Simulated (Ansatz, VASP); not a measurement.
## Two plane-wave programs on Eu

```
Eu
1.0
    -2.29636    2.29636    2.29636
     2.29636   -2.29636    2.29636
     2.29636    2.29636   -2.29636
Eu
1
Direct
  0.00000 0.00000 0.00000
```

Alike in both runs: task single point; functional PBE; k mesh 6 × 6 × 6; occupations gaussian, width 0.05 eV; collinear spin.

|  | VASP | Ansatz |
| --- | --- | --- |
| version | VASP 6.6.1 | Ansatz 0.2.0 |
| potentials or method | VASP PAW PBE potentials, release 64 (Eu), cutoff 520 eV | scalar-relativistic, plane waves, PAW |
| valence electrons in the cell | 17 | 17 |

VASP gave:

| Property | Result |
| --- | --- |
| gap on the k mesh at the Fermi level (eV) | none |
| pressure (GPa) | -1.8 |
| net moment per atom (μB) | 7.52 |
| size of the moment on the site where the two differ most (μB) | 6.74 |

**Question.** Estimate Ansatz's values.

**Answer.** gap on the k mesh at the Fermi level (eV): none; pressure (GPa): -1.6; net moment per atom (μB): 7.52; size of the moment on the site where the two differ most (μB): 7.17.

Site moments also hang on the region over which each program counts them. A gap of «none» marks a metal or a gap that the smearing closes. Ansatz's warnings: given moment on shells.

Spin-orbit coupling is off throughout.
